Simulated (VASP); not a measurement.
A run of VASP 6.6.1 is set up as follows.

The input INCAR:

```
SYSTEM = Rb
ALGO = Normal
EDIFF = 1E-6
EDIFFG = -0.005
ENCUT = 600
GGA = PE
IBRION = 2
ISIF = 3
ISMEAR = -1
LASPH = .True.
LCHARG = .False.
LREAL = .False.
LWAVE = .False.
NELM = 100
NSW = 60
PREC = Accurate
PSTRESS = 4.3
SIGMA = 0.08
```

KPOINTS

```
k-points
0
Gamma
  9 9 5
  0 0 0
```

POSCAR

```
Rb
1.0
    4.8679595544      0.0000000000      0.0000000000
   -2.4339797772      4.2157766387      0.0000000000
    0.0000000000      0.0000000000      7.8860944781
Rb
2
Direct
    0.3333333333      0.6666666667      0.2500000000
    0.6666666667      0.3333333333      0.7500000000
```

Potentials or basis: VASP PAW PBE potentials, release 64 (Rb_sv).

Command:

```bash
$ cat potpaw_PBE.64/Rb_sv/POTCAR > POTCAR
$ mpirun -np 1 vasp_std > vasp.out
```

Problem. Estimate the relaxed volume.

Solution. 80.58 Å³/atom.

Problem. Predict the band gap on the k mesh.

Solution. Zero (bands 9 and 10 overlap by 2.08 eV).

Problem. Estimate the relaxed cell.

Solution. a = 4.832 Å, b = 4.832 Å, c = 7.969 Å, α = 90.00°, β = 90.00°, γ = 120.00°.

Problem. Predict the space group after relaxing (to 0.1 Å).

Solution. P6_3/mmc (No. 194).

Step by step:
```
step  energy change (eV)  largest force (eV/Å)  pressure (GPa)  volume (Å³)
   1              0.0000                0.0000            0.42       161.84
   2              0.0001                0.0000            0.43       161.76
   3              0.0005                0.0000            0.42       161.50
   4              0.0018                0.0000            0.45       160.96
   5              0.0013                0.0000            0.45       161.13
   6              0.0013                0.0000            0.44       161.15
```

Caveat: the cell is relaxed towards a set pressure, so the run minimises the enthalpy, not the energy.
